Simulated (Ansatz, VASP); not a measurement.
Al3GaN4 in VASP and in Ansatz

```
CELL_PARAMETERS angstrom
4.34089 0.00000 0.00000
0.00000 4.34089 0.00000
0.00000 0.00000 4.34089
ATOMIC_POSITIONS crystal
Al 0.50000 0.50000 0.00000
Al 0.50000 0.00000 0.50000
Al 0.00000 0.50000 0.50000
Ga 0.00000 0.00000 0.00000
N 0.74486 0.74486 0.25514
N 0.74486 0.25514 0.74486
N 0.25514 0.74486 0.74486
N 0.25514 0.25514 0.25514
```

Alike in both runs: functional LDA; k mesh 6 × 6 × 6; no spin polarisation.

Ansatz relaxed the structure, and its values are those at the end. VASP's run is a single point on that final structure, the one shown.

```csv
,VASP,Ansatz
version,VASP 6.6.1,Ansatz 0.2.0
potentials or method,"VASP PAW LDA potentials, release 64 (Al, Ga_d, N), cutoff 520 eV","scalar-relativistic, plane waves, PAW"
occupations,"gaussian, width 0.01 eV",fixed
valence electrons in the cell,42,42
```

```csv
,VASP,Ansatz,Ansatz less VASP
gap on the k mesh at the Fermi level (eV),3.37,3.39,+0.019
least direct gap on the mesh (eV),3.38,3.40,+0.020
pressure (GPa),5.2,4.4,-0.83
rms of the force components (eV/Å),0.010,0.000,-0.0100
```

LDA's correlation is that of Perdew and Zunger in VASP and of Perdew and Wang (1992) in Ansatz. Ansatz's warnings: stress scf threshold loose.
